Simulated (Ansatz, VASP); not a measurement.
## Two plane-wave programs on Zr2BN3

```
Zr B N
1.0
     3.30417    0.00000    0.00000
     0.00000    1.50802    6.57737
     0.00000   -1.50802    6.57737
Zr B N
2 1 3
Cartesian
  1.6521 0.0000 6.6414
  0.0000 0.0000 2.6237
  1.6521 0.0000 10.4041
  1.6521 0.0000 4.3983
  1.6521 0.0000 8.8772
  0.0000 0.0000 0.2696
```

Change from the starting cell: the structure that the rattled cell fell into.

Alike in both runs: task single point; functional PBE; k mesh 6 × 6 × 6; occupations gaussian, width 0.1 eV; no spin polarisation.

|  | VASP | Ansatz |
| --- | --- | --- |
| version | VASP 6.6.1 | Ansatz 0.2.0 |
| potentials or method | VASP PAW PBE potentials, release 64 (Zr_sv, B, N), cutoff 520 eV | scalar-relativistic, plane waves, PAW |
| valence electrons in the cell | 42 | 42 |

Ansatz gave:

| Property | Result |
| --- | --- |
| gap on the k mesh at the Fermi level (eV) | none |
| pressure (GPa) | -0.3 |
| traceless stress, the component that is largest in VASP (GPa) | 0.15 |
| rms of the force components (eV/Å) | 0.114 |

**Question.** Which values does VASP return?

**Answer.** gap on the k mesh at the Fermi level (eV): none; pressure (GPa): -0.1; traceless stress, the component that is largest in VASP (GPa): 0.12; rms of the force components (eV/Å): 0.114.

Atom by atom the forces differ by 0.011 eV/Å (rms over components). A gap of «none» marks a metal or a gap that the smearing closes. The functional is the same, so the differences come from potentials, cutoffs and numerics.
